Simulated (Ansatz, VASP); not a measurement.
**Sn: VASP beside Ansatz**

POSCAR

```
Sn
1.0
    0.0000000000      3.0542265353      3.6650718424
    3.0542265353      0.0000000000      3.6650718424
    3.0542265353      3.0542265353      0.0000000000
Sn
2
Direct
    0.5000000000      0.5000000000      0.5000000000
    0.7500000000      0.7500000000      0.7500000000
```

INCAR.step1

```
ALGO     = Normal         # electronic algorithm
EDIFF    = 1E-4           # SCF threshold, eV
ENCUT    = 520            # plane-wave cutoff, eV
GGA      = PE             # functional
ISMEAR   = 0              # smearing method
LASPH    = T              # aspherical terms in the spheres
LCHARG   = F              # write CHGCAR
LREAL    = F              # projectors in reciprocal space
LWAVE    = T              # write WAVECAR
NBANDS   = 21             # bands
NELM     = 60             # most SCF steps
PREC     = Accurate       # precision mode
SIGMA    = 0.15           # smearing width, eV
```

INCAR.step2

```
ALGO     = Normal         # electronic algorithm
EDIFF    = 1E-6           # SCF threshold, eV
ENCUT    = 520            # plane-wave cutoff, eV
ISIF     = 2              # what is computed and relaxed
ISMEAR   = 0              # smearing method
ISTART   = 1            
LASPH    = T              # aspherical terms in the spheres
LCHARG   = F              # write CHGCAR
LMIXTAU  = T            
LREAL    = F              # projectors in reciprocal space
LWAVE    = F              # write WAVECAR
METAGGA  = R2SCAN         # meta-GGA
NBANDS   = 21             # bands
NELM     = 60             # most SCF steps
PREC     = Accurate       # precision mode
SIGMA    = 0.15           # smearing width, eV
```

The input KPOINTS:

```
k-points
0
Gamma
  14 14 14
```

Input for Ansatz:

```yaml
crystal:
  lattice:
    - [0.0, 3.0542265353, 3.6650718424]
    - [3.0542265353, 0.0, 3.6650718424]
    - [3.0542265353, 3.0542265353, 0.0]
  atoms:
    - { symbol: Sn, position: [0.5, 0.5, 0.5] }
    - { symbol: Sn, position: [0.75, 0.75, 0.75] }
basis:
  ecutwfc: 500
kpoints:
  mp_grid: { grid: [14, 14, 14] }
hamiltonian:
  xc: r2scan
scf:
  occupations: { method: gaussian, width: 0.15 }
output:
  forces: true
  stress: true
  eigenvalues: true
```

Alike in both runs: task single point; functional r2SCAN; k mesh 14 × 14 × 14; occupations gaussian, width 0.15 eV; no spin polarisation.

|  | VASP | Ansatz |
| --- | --- | --- |
| version | VASP 6.6.1 | Ansatz 0.2.0 |
| potentials or method | VASP PAW PBE potentials, release 64 (Sn_d), cutoff 520 eV | scalar-relativistic, plane waves, PAW |
| valence electrons in the cell | 28 | 28 |

```csv
,VASP,Ansatz,Ansatz less VASP
gap on the k mesh at the Fermi level (eV),none,none,-
pressure (GPa),1.5,1.5,+0.03
"traceless stress, the component that is largest in VASP (GPa)",-5.22,-5.22,-0.004
```

VASP's potentials were made for PBE, not for r2SCAN. A gap of «none» marks a metal or a gap that the smearing closes.
